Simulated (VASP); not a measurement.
Write the native input for VASP 6.6.1 that does the following.

```yaml
Task: single point
Functional: PBEsol
Potentials_or_basis: VASP PAW PBE potentials, release 64 (Nb_sv, As)
Cutoff: 520 eV
k_mesh: 12 × 12 × 12
Occupations: gaussian, width 0.1 eV
Spin: no spin polarisation
Dipole_correction: no
Further_INCAR_settings: ALGO = Normal; EDIFF = 1e-06; NBANDS = 26
```

The structure of NbAs lies in POSCAR:

```
NbAs
1.0
   -1.7258500000      1.7258500000      5.8400000000
    1.7258500000     -1.7258500000      5.8400000000
    1.7258500000      1.7258500000     -5.8400000000
Nb As
2 2
Direct
    0.5000000000      0.0000000000      0.5000000000
    0.7500000000      0.7500000000      0.0000000000
    0.9160000000      0.4160000000      0.5000000000
    0.1660000000      0.1660000000      0.0000000000
```

These files were run (other wordings do the same):

INCAR

```
SYSTEM = NbAs
PREC     = Accurate       ! precision mode
ENCUT    = 520            ! plane-wave cutoff, eV
EDIFF    = 1E-6           ! SCF threshold, eV
ISMEAR   = 0              ! smearing method
SIGMA    = 0.1            ! smearing width, eV
LREAL    = .FALSE.        ! projectors in reciprocal space
LASPH    = .TRUE.         ! aspherical terms in the spheres
NELM     = 60             ! most SCF steps
ALGO     = Normal         ! electronic algorithm
ISIF     = 2              ! what is computed and relaxed
LWAVE    = .FALSE.        ! write WAVECAR
LCHARG   = .TRUE.         ! write CHGCAR
GGA      = PS             ! functional
LELF     = .TRUE.         ! ELF
LVHAR    = .TRUE.       
NBANDS   = 26             ! bands
```

KPOINTS

```
regular mesh
0
G
  12 12 12
  0 0 0
```

Potentials or basis: VASP PAW PBE potentials, release 64 (Nb_sv, As).

Command:

```console
$ cat potpaw_PBE.64/Nb_sv/POTCAR potpaw_PBE.64/As/POTCAR > POTCAR
$ mpirun -np 1 vasp_std > vasp.out
```

It gave:

```yaml
Pressure: -2.2 GPa
Largest_force: 0.288 eV/Å
Band_gap_on_the_k_mesh: zero (bands 18 and 19 overlap by 0.01 eV)
```

Caveat: the PAW data sets were made with another functional, which shifts forces and pressure a little.

It took 11 min on 1 thread of AMD EPYC 7R13 Processor (Zen 3), with other jobs on the host, peak memory 0.47 GiB.
